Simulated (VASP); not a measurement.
# HfO2 in VASP: further runs

Runs on HfO2. Level: LDA. Tasks: electric field gradients.

Everything below comes from runs of VASP 6.6.1. Logs are shortened: lines on timing, memory, paths and dates and some standing lists are left out, and cuts for length are marked.

## (1) The cell of the first run

It takes space group R-3m (No. 166, trigonal). Conventional cell: a = 3.599 Å, b = 3.599 Å, c = 8.948 Å, α = 90.00°, β = 90.00°, γ = 120.00°. Hf (site symmetry -3m) has 8 O at 2.21 to 2.24 Å within 2.9 Å. Within 2.9 Å of O (site symmetry 3m) lie 4 Hf at 2.21 to 2.24 Å and 6 O at 2.56 Å.

## (2) Electric field gradients, LDA (equal xy, yz and zx shear strains of +1 %)

Input file INCAR:

```
SYSTEM = HfO2
  PREC = Accurate
  ENCUT = 520
  EDIFF = 1E-8
  ISMEAR = -1
  SIGMA = 0.01
  LREAL = .False.
  LASPH = .True.
  NELM = 120
  ALGO = Normal
  ISIF = 2
  LWAVE = .False.
  LCHARG = .False.
  LEFG = .True.
  NBANDS = 18
  GGA_COMPAT = .False.
```

Input file KPOINTS:

```
Automatic mesh
0
Gamma
  8 8 8
  0 0 0
```

Input file POSCAR:

```
HfO2
1.0
    0.0255750000      2.5702875000      2.5702875000
    2.5702875000      0.0255750000      2.5702875000
    2.5702875000      2.5702875000      0.0255750000
Hf O
1 2
Direct
    0.0000000000      0.0000000000      0.0000000000
    0.2500000000      0.2500000000      0.2500000000
    0.7500000000      0.7500000000      0.7500000000
```

Potentials or basis: VASP PAW LDA potentials, release 64 (Hf_pv, O).

Command:

```bash
$ cat potpaw_LDA.64/Hf_pv/POTCAR potpaw_LDA.64/O/POTCAR > POTCAR
$ mpirun -np 1 vasp_std > vasp.out
```

OUTCAR:

```text
SYSTEM = HfO2
   PREC = Accurate
   ENCUT = 520
   EDIFF = 1E-8
   ISMEAR = -1
   LREAL = .False.
   LASPH = .True.
   NELM = 120
   ISIF = 2

 ion  position               nearest neighbor table
   1  0.000  0.000  0.000-   3 2.21   3 2.21   2 2.21   2 2.21   3 2.21   2 2.21   3 2.24   2 2.24

   2  0.250  0.250  0.250-   1 2.21   1 2.21   1 2.21   1 2.24
   3  0.750  0.750  0.750-   1 2.21   1 2.21   1 2.21   1 2.24

  LATTYP: Found a trigonal (rhomboedric) cell.
 ALAT       =     3.6350254120
 COS(alpha) =     0.5099250056

  Lattice vectors:

 A1 = (   0.0255750000,   2.5702875000,   2.5702875000)
 A2 = (   2.5702875000,   0.0255750000,   2.5702875000)
 A3 = (   2.5702875000,   2.5702875000,   0.0255750000)

Analysis of symmetry for initial positions (statically):
=====================================================================
 Subroutine PRICEL returns:
 Original cell was already a primitive cell.

 Routine SETGRP: Setting up the symmetry group for a
 trigonal (rhombohedral) supercell.

 Subroutine GETGRP returns: Found 12 space group operations
 (whereof 12 operations were pure point group operations)
 out of a pool of 12 trial point group operations.

The static configuration has the point symmetry D_3d.

Analysis of symmetry for dynamics (positions and initial velocities):
=====================================================================
 Subroutine PRICEL returns:
 Original cell was already a primitive cell.

 Routine SETGRP: Setting up the symmetry group for a
 trigonal (rhombohedral) supercell.

 Subroutine GETGRP returns: Found 12 space group operations
 (whereof 12 operations were pure point group operations)
 out of a pool of 12 trial point group operations.

The dynamic configuration has the point symmetry D_3d.

 Subroutine INISYM returns: Found 12 space group operations
 (whereof 12 operations are pure point group operations),
 and found     1 'primitive' translations

----------------------------------------------------------------------------------------

                                     Primitive cell

[... 132 lines left out ...]
  ---------------------------------------------------
  ext. energy  EPLUGINS =         0.00000000
  ---------------------------------------------------
  free energy    TOTEN  =       -32.90862143 eV

  energy without entropy =      -32.90862143  energy(sigma->0) =      -32.90862143

 E-fermi :   4.0647     XC(G=0): -12.1751

 val. band max:        3.8225195112   @ k =   0.5000   0.5000  -0.0000
 cond. band min:       7.3491187579   @ k =   0.5000   0.5000  -0.0000
 fundamental gap:      3.5265992467
 Fermi energy:         4.0647341390

 k-point     1 :       0.0000    0.0000    0.0000
  band No.  band energies     occupation
      1     -25.7925      2.00000
      2     -25.7845      2.00000
      3     -25.7845      2.00000
      4     -14.4855      2.00000
      5     -11.4576      2.00000
      6      -1.4423      2.00000
[... 481 lines left out ...]
      5     -12.1461      2.00000
      6      -0.9887      2.00000
[... 10 lines left out ...]
     17      13.3248      0.00000
     18      16.0379      0.00000

 [... further k-points ...]

------------------------ aborting loop because EDIFF is reached ----------------------------------------

  FORCE on cell =-STRESS in cart. coord.  units (eV):
  Direction    XX          YY          ZZ          XY          YZ          ZX
  --------------------------------------------------------------------------------------
  -------------------------------------------------------------------------------------
  Total       -4.0159904     -4.0159904     -4.0159904     -0.1401672     -0.1401672     -0.1401672
  in kB     -192.3352053   -192.3352053   -192.3352053     -6.7129343     -6.7129343     -6.7129343
  external PRESSURE =    -192.3352053 kB  Pullay stress =       0.0000000 kB

 VOLUME and BASIS-vectors are now :
 -----------------------------------------------------------------------------
  energy-cutoff  :      520.00
  volume of cell :       33.45
      direct lattice vectors                 reciprocal lattice vectors
     0.025575000  2.570287500  2.570287500    -0.197458553  0.195513148  0.195513148
     2.570287500  0.025575000  2.570287500     0.195513148 -0.197458553  0.195513148
     2.570287500  2.570287500  0.025575000     0.195513148  0.195513148 -0.197458553

 POSITION                                       TOTAL-FORCE (eV/Angst)
 -----------------------------------------------------------------------------------
      0.00000      0.00000      0.00000         0.000000     -0.000000      0.000000
      1.29154      1.29154      1.29154        -0.041239     -0.041239     -0.041239
      3.87461      3.87461      3.87461         0.041239      0.041239      0.041239
 -----------------------------------------------------------------------------------
    total drift:                                0.000000      0.000000      0.000000

  FREE ENERGIE OF THE ION-ELECTRON SYSTEM (eV)
  ---------------------------------------------------
  free  energy   TOTEN  =       -32.9086214252 eV

  energy  without entropy=      -32.9086214252  energy(sigma->0) =      -32.90862143

 Electric field gradients (V/A^2)
---------------------------------------------------------------------
 ion       V_xx      V_yy      V_zz      V_xy      V_xz      V_yz
---------------------------------------------------------------------
   1      -0.000     0.000    -0.000    17.246    17.246    17.246
   2       0.000    -0.000     0.000     0.675     0.675     0.675
   3       0.000    -0.000     0.000     0.675     0.675     0.675
---------------------------------------------------------------------

 Electric field gradients after diagonalization (V/A^2)
 (convention: |V_zz| > |V_xx| > |V_yy|)
----------------------------------------------------------------------
 ion       V_xx      V_yy      V_zz     asymmetry (V_yy - V_xx)/ V_zz
----------------------------------------------------------------------
   1     -17.246   -17.246    34.492       0.000
   2      -0.675    -0.675     1.350       0.000
   3      -0.675    -0.675     1.350       0.000
----------------------------------------------------------------------

           NMR quadrupolar parameters

 Cq : quadrupolar parameter    Cq=e*Q*V_zz/h
 eta: asymmetry parameters     (V_yy - V_xx)/ V_zz
 Q  : nuclear electric quadrupole moment in mb (millibarn)
----------------------------------------------------------------------
 ion       Cq(MHz)       eta       Q (mb)
----------------------------------------------------------------------
   1       0.083       0.000       1.000
   2       0.003       0.000       1.000
   3       0.003       0.000       1.000
----------------------------------------------------------------------
```

Run time: 38 s. Hardware: 1 thread of Intel Xeon Platinum 8488C (Sapphire Rapids), shared host; peak memory 0.16 GiB.

What came out:

```yaml
Free_energy: -32.9086 eV
Pressure: -19.2 GPa
Largest_force: 0.071 eV/Å
Band_gap_on_the_k_mesh: 3.53 eV
Largest_electric_field_gradient_by_atom: Hf +34.5; O +1.4 V/Å²
```

Forces in eV/Å, atoms in the order of the input:
```
Hf   0.000  0.000  0.000
O   -0.041 -0.041 -0.041
O    0.041  0.041  0.041
```

Stress tensor (GPa, compression positive):
```
-19.23  -0.67  -0.67
 -0.67 -19.23  -0.67
 -0.67  -0.67 -19.23
```

Levels at points of the mesh, in eV from the valence-band top:
```csv
k point,band 8,band 9,band 10,band 11,band 12,band 13,band 14,band 15
"(0.00, 0.00, 0.00)",-5.24,-0.61,-0.61,-0.58,3.62,3.62,5.48,9.93
"(0.50, 0.00, 0.00)",-3.05,-2.69,-1.84,-1.79,4.30,4.38,6.73,8.71
"(0.50, 0.50, 0.00)",-3.38,-1.57,-1.44,0.00,3.53,5.19,6.34,7.77
"(0.50, 0.50, 0.50)",-2.97,-2.73,-1.79,-1.79,4.30,4.30,6.54,8.72
```

Electric field gradients, principal values (V/Å²):
| atom | least | middle | greatest (by size) |
| --- | --- | --- | --- |
| 1 Hf | -17.246 | -17.246 | 34.492 |
| 2 O | -0.675 | -0.675 | 1.350 |
| 3 O | -0.675 | -0.675 | 1.350 |

Caveat: the cell differs from its parent crystal (equal xy, yz and zx shear strains of +1 %); the cell stands under tension; without QUAD_EFG the Cq values of the log hold for a quadrupole moment of 1 mb, not for the nuclei; spin-orbit coupling is left out, which moves the levels of the heavy elements.

## (3) Electric field gradients, LDA (10.48 Å³/atom)

This run uses another cell than the first one, of 10.48 Å³/atom.

Input file INCAR:

```
SYSTEM = HfO2
PREC     = Accurate       ! precision mode
ENCUT    = 520            ! plane-wave cutoff, eV
EDIFF    = 1E-8           ! SCF threshold, eV
ISMEAR   = -1             ! smearing method
SIGMA    = 0.01           ! smearing width, eV
LREAL    = .False.        ! projectors in reciprocal space
LASPH    = .True.         ! aspherical terms in the spheres
NELM     = 60             ! most SCF steps
ALGO     = Normal         ! electronic algorithm
ISIF     = 2              ! what is computed and relaxed
LWAVE    = .False.        ! write WAVECAR
LCHARG   = .False.        ! write CHGCAR
LEFG     = .True.       
NBANDS   = 18             ! bands
```

KPOINTS is that of step 2.

Input file POSCAR:

```
HfO2
1.0
    0.0000000000      2.5052914730      2.5052914730
    2.5052914730      0.0000000000      2.5052914730
    2.5052914730      2.5052914730      0.0000000000
Hf O
1 2
Direct
    0.0000000000      0.0000000000      0.0000000000
    0.2500000000      0.2500000000      0.2500000000
    0.7500000000      0.7500000000      0.7500000000
```

Potentials or basis: VASP PAW LDA potentials, release 64 (Hf_pv, O).

Command:

```bash
$ cat potpaw_LDA.64/Hf_pv/POTCAR potpaw_LDA.64/O/POTCAR > POTCAR
$ mpirun -np 1 vasp_std > vasp.out
```

OUTCAR:

```text
SYSTEM = HfO2
   PREC = Accurate
   ENCUT = 520
   EDIFF = 1E-8
   ISMEAR = -1
   LREAL = .False.
   LASPH = .True.
   NELM = 60
   ISIF = 2

 ion  position               nearest neighbor table
   1  0.000  0.000  0.000-   2 2.17   3 2.17   3 2.17   3 2.17   3 2.17   2 2.17   2 2.17   2 2.17

   2  0.250  0.250  0.250-   1 2.17   1 2.17   1 2.17   1 2.17
   3  0.750  0.750  0.750-   1 2.17   1 2.17   1 2.17   1 2.17

  LATTYP: Found a face centered cubic cell.
 ALAT       =     5.0105829460

  Lattice vectors:

 A1 = (   0.0000000000,   2.5052914730,   2.5052914730)
 A2 = (   2.5052914730,   0.0000000000,   2.5052914730)
 A3 = (   2.5052914730,   2.5052914730,   0.0000000000)

Analysis of symmetry for initial positions (statically):
=====================================================================
 Subroutine PRICEL returns:
 Original cell was already a primitive cell.

 Routine SETGRP: Setting up the symmetry group for a
 face centered cubic supercell.

 Subroutine GETGRP returns: Found 48 space group operations
 (whereof 48 operations were pure point group operations)
 out of a pool of 48 trial point group operations.

The static configuration has the point symmetry O_h .

Analysis of symmetry for dynamics (positions and initial velocities):
=====================================================================
 Subroutine PRICEL returns:
 Original cell was already a primitive cell.

 Routine SETGRP: Setting up the symmetry group for a
 face centered cubic supercell.

 Subroutine GETGRP returns: Found 48 space group operations
 (whereof 48 operations were pure point group operations)
 out of a pool of 48 trial point group operations.

The dynamic configuration has the point symmetry O_h .

 Subroutine INISYM returns: Found 48 space group operations
 (whereof 48 operations are pure point group operations),
 and found     1 'primitive' translations

----------------------------------------------------------------------------------------

                                     Primitive cell

  volume of cell :      31.4489

  direct lattice vectors                    reciprocal lattice vectors
     0.000000000  2.505291473  2.505291473    -0.199577576  0.199577576  0.199577576
     2.505291473  0.000000000  2.505291473     0.199577576 -0.199577576  0.199577576
     2.505291473  2.505291473  0.000000000     0.199577576  0.199577576 -0.199577576

  length of vectors
     3.543017179  3.543017179  3.543017179     0.345678502  0.345678502  0.345678502

  position of ions in fractional coordinates (direct lattice)
     0.000000000  0.000000000  0.000000000
     0.250000000  0.250000000  0.250000000
     0.750000000  0.750000000  0.750000000

  ion indices of the primitive-cell ions
   primitive index   ion index
                 1           1
                 2           2
                 3           3

----------------------------------------------------------------------------------------
[... 81 lines left out ...]
   NELECT =      22.0000    total number of electrons
   NUPDOWN=      -1.0000    fix difference up-down
   EMIN   =  10.00;   EMAX   =-10.00  energy-range for DOS
   EFERMI =   0.00;   METHOD = LEGACY
   ISMEAR =    -1;   SIGMA  =   0.01  broadening in eV -4-tet -1-fermi 0-gaus
   EFERMI_NEDOS =   21; number of points for ismear=-14 and -15
   IALGO  =     38    algorithm
   IMIX   =      4    mixing-type and parameters
     AMIX     =   0.40;   BMIX     =  1.00
     AMIX_MAG =   1.60;   BMIX_MAG =  1.00
  volume/ion in A,a.u.               =      10.48        70.74
  Fermi-wavevector in a.u.,A,eV,Ry     =   1.453274  2.746289 28.735572  2.112005
  Thomas-Fermi vector in A             =   2.570559
   LORBIT       =      0    0 simple, 1 ext, 2 COOP (PROOUT), +10 PAW based schemes
   GGA     = CA    functional components
   LHFCALC =     F    Hartree Fock is set to
   AEXX    =    0.0000 exact exchange contribution
   IVDW    =     0    specifies the selected vdW correction
   LEPSILON=     F    determine dielectric tensor
   LRPA    =     F    only Hartree local field effects (RPA)
 non-spin polarized calculation
  energy-cutoff  :      520.00
  volume of cell :       31.45
 maximum number of plane-waves:       877
 NGX is ok and might be reduce to    28
   NGX = 13   NGY = 13   NGZ = 13

 number of electron      21.9999998 magnetization

 Free energy of the ion-electron system (eV)
  ---------------------------------------------------
  ext. energy  EPLUGINS =         0.00000000
  ---------------------------------------------------
  free energy    TOTEN  =       -33.06358852 eV

  energy without entropy =      -33.06358852  energy(sigma->0) =      -33.06358852

 E-fermi :   4.6378     XC(G=0): -12.4983

 val. band max:        4.3684025564   @ k =   0.5000   0.5000   0.0000
 cond. band min:       8.0552248455   @ k =   0.5000   0.5000   0.0000
 fundamental gap:      3.6868222890
 Fermi energy:         4.6378373842

 k-point     1 :       0.0000    0.0000    0.0000
  band No.  band energies     occupation
      1     -24.9690      2.00000
      2     -24.9690      2.00000
      3     -24.9690      2.00000
      4     -14.3318      2.00000
      5     -10.9866      2.00000
      6      -1.2613      2.00000
[... 481 lines left out ...]
      5     -11.9257      2.00000
      6      -0.7115      2.00000
[... 10 lines left out ...]
     17      15.3539      0.00000
     18      17.1393      0.00000

 [... further k-points ...]

------------------------ aborting loop because EDIFF is reached ----------------------------------------

  FORCE on cell =-STRESS in cart. coord.  units (eV):
  Direction    XX          YY          ZZ          XY          YZ          ZX
  --------------------------------------------------------------------------------------
  -------------------------------------------------------------------------------------
  Total       -0.9375741     -0.9375741     -0.9375741      0.0000000     -0.0000000      0.0000000
  in kB      -47.7651778    -47.7651778    -47.7651778      0.0000000     -0.0000000      0.0000000
  external PRESSURE =     -47.7651778 kB  Pullay stress =       0.0000000 kB

 VOLUME and BASIS-vectors are now :
 -----------------------------------------------------------------------------
  energy-cutoff  :      520.00
  volume of cell :       31.45
      direct lattice vectors                 reciprocal lattice vectors
     0.000000000  2.505291473  2.505291473    -0.199577576  0.199577576  0.199577576
     2.505291473  0.000000000  2.505291473     0.199577576 -0.199577576  0.199577576
     2.505291473  2.505291473  0.000000000     0.199577576  0.199577576 -0.199577576

 POSITION                                       TOTAL-FORCE (eV/Angst)
 -----------------------------------------------------------------------------------
      0.00000      0.00000      0.00000         0.000000     -0.000000     -0.000000
      1.25265      1.25265      1.25265         0.000000      0.000000      0.000000
      3.75794      3.75794      3.75794        -0.000000     -0.000000     -0.000000
 -----------------------------------------------------------------------------------
    total drift:                                0.000000      0.000000      0.000000

  FREE ENERGIE OF THE ION-ELECTRON SYSTEM (eV)
  ---------------------------------------------------
  free  energy   TOTEN  =       -33.0635885199 eV

  energy  without entropy=      -33.0635885199  energy(sigma->0) =      -33.06358852

 Electric field gradients (V/A^2)
---------------------------------------------------------------------
 ion       V_xx      V_yy      V_zz      V_xy      V_xz      V_yz
---------------------------------------------------------------------
   1       0.000    -0.000     0.000     0.000     0.000     0.000
   2       0.000    -0.000    -0.000    -0.002    -0.002    -0.002
   3       0.000    -0.000     0.000    -0.002    -0.002    -0.002
---------------------------------------------------------------------

 Electric field gradients after diagonalization (V/A^2)
 (convention: |V_zz| > |V_xx| > |V_yy|)
----------------------------------------------------------------------
 ion       V_xx      V_yy      V_zz     asymmetry (V_yy - V_xx)/ V_zz
----------------------------------------------------------------------
   1      -0.000    -0.000     0.001       0.000
   2       0.002     0.002    -0.005       0.000
   3       0.002     0.002    -0.005       0.000
----------------------------------------------------------------------

           NMR quadrupolar parameters

 Cq : quadrupolar parameter    Cq=e*Q*V_zz/h
 eta: asymmetry parameters     (V_yy - V_xx)/ V_zz
 Q  : nuclear electric quadrupole moment in mb (millibarn)
----------------------------------------------------------------------
 ion       Cq(MHz)       eta       Q (mb)
----------------------------------------------------------------------
   1       0.000       0.000       1.000
   2      -0.000       0.000       1.000
   3      -0.000       0.000       1.000
----------------------------------------------------------------------
```

Run time: 20 s. Hardware: 1 thread of Intel Xeon Platinum 8259CL at 2.50GHz (Skylake/Cascade Lake), shared host; peak memory 0.15 GiB.

Results:

```
Free energy                             : -33.0636 eV
Pressure                                : -4.8 GPa
Band gap on the k mesh                  : 3.69 eV
Largest electric field gradient by atom : zero within the noise of the run
```

Levels at points of the mesh, in eV from the valence-band top:
```tsv
k point	band 9	band 10	band 11	band 12	band 13	band 14
(0.00, 0.00, 0.00)	-0.63	-0.63	-0.63	3.76	3.76	5.97
(0.50, 0.00, 0.00)	-2.84	-1.88	-1.88	4.55	4.55	7.27
(0.50, 0.50, 0.00)	-1.61	-1.61	0.00	3.69	5.51	6.92
```

Caveat: the cell stands under tension; spin-orbit coupling is left out, which moves the levels of the heavy elements. A k mesh can miss the band edges.

(Part 1 of 2 ends here.)
